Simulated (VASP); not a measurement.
A run of VASP 6.6.1 is set up as follows.

INCAR

```
SYSTEM = TiAl
ALGO = Fast
EDIFF = 1E-6
ENCUT = 520
GGA = PE
ISIF = 2
ISMEAR = 0
LASPH = .TRUE.
LCHARG = .FALSE.
LREAL = .FALSE.
LWAVE = .FALSE.
NBANDS = 14
NELM = 100
PREC = Accurate
SIGMA = 0.1
```

The input KPOINTS:

```
k-points
0
G
  6 6 4
  0 0 0
```

POSCAR

```
TiAl
1.0
    2.8206653985      0.0000000000      0.0000000000
    0.0000000000      2.8200640024      0.0000000000
    0.0000000000      0.0000000000      4.0829607144
Ti Al
1 1
Direct
    0.5000000000      0.5000000000      0.5000476093
    0.0000000000      0.0000000000      0.9999523907
```

Potentials or basis: VASP PAW PBE potentials, release 64 (Ti_sv, Al).

Command:

```console
$ cat potpaw_PBE.64/Ti_sv/POTCAR potpaw_PBE.64/Al/POTCAR > POTCAR
$ mpirun -np 1 vasp_std > vasp.out
```

(1) What does it give for the pressure?

(2) Predict the band gap on the k mesh.

## Answers

(1) 0.0 GPa.

(2) zero (an odd number of electrons rules out a gap without spin polarisation).

Caveat: the k points lie up to 0.38 Å⁻¹ apart, too coarse for converged energies and pressures of a metal.
